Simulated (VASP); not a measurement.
# NbP: single point with PBEsol+U

NbP:

```
Nb P
1.0
    -1.66265    1.66265    5.69737
     1.66265   -1.66265    5.69737
     1.66265    1.66265   -5.69737
Nb P
2 2
Direct
  0.24989 0.74989 0.50000
  0.49989 0.49989 0.00000
  0.83274 0.33274 0.50000
  0.08274 0.08274 0.00000
```

| Property | Result |
| --- | --- |
| Program | VASP 6.6.1 |
| Task | single point |
| Functional | PBEsol |
| Potentials or basis | VASP PAW PBE potentials, release 64 (Nb_sv, P) |
| Cutoff | 520 eV |
| k mesh | 11 × 11 × 11 |
| Occupations | fermi-dirac, width 0.05 eV |
| Spin | no spin polarisation |
| Hubbard terms | Nb d U = 5.0 eV |
| Dipole correction | no |
| Further INCAR settings | ALGO = Normal; EDIFF = 1e-06; NBANDS = 26 |

```yaml
Pressure: 5.5 GPa
Largest_force: 0.008 eV/Å
Band_gap_on_the_k_mesh: zero (bands 18 and 19 overlap by 0.02 eV)
```

Forces on the atoms (eV/Å):
```
Nb   0.000  0.000  0.008
Nb   0.000  0.000  0.008
P    0.000  0.000 -0.008
P    0.000  0.000 -0.008
```

Stress tensor (GPa, compression positive):
```
5.97 0.00 0.00
0.00 5.97 0.00
0.00 0.00 4.49
```

Levels at points of the mesh, in eV from the Fermi level:
| k point | band 15 | band 16 | band 17 | band 18 | band 19 | band 20 | band 21 | band 22 |
| --- | --- | --- | --- | --- | --- | --- | --- | --- |
| (0.00, 0.00, 0.00) | -2.30 | -1.83 | -1.54 | -1.54 | 0.96 | 1.79 | 2.62 | 3.15 |

Eigenvalues of the final occupation matrices:
| site | spin | trace | eigenvalues |
| --- | --- | --- | --- |
| site 1 d | 1 | 1.05 | 0.19 0.21 0.21 0.22 0.22 |
| site 1 d | 2 | 1.05 | 0.19 0.21 0.21 0.22 0.22 |
| site 2 d | 1 | 1.05 | 0.19 0.21 0.21 0.22 0.22 |
| site 2 d | 2 | 1.05 | 0.19 0.21 0.21 0.22 0.22 |

Run time: 4.2 min on 1 thread of Intel(R) Xeon(R) 6975P-C (Granite Rapids), with other jobs on the host, peak memory 0.42 GiB.

Caveat: the cell stands under pressure; the PAW data sets were made with another functional, which shifts forces and pressure a little; U without spin polarisation on a metal has little footing; the U is typed as a test and isn't derived for this compound.
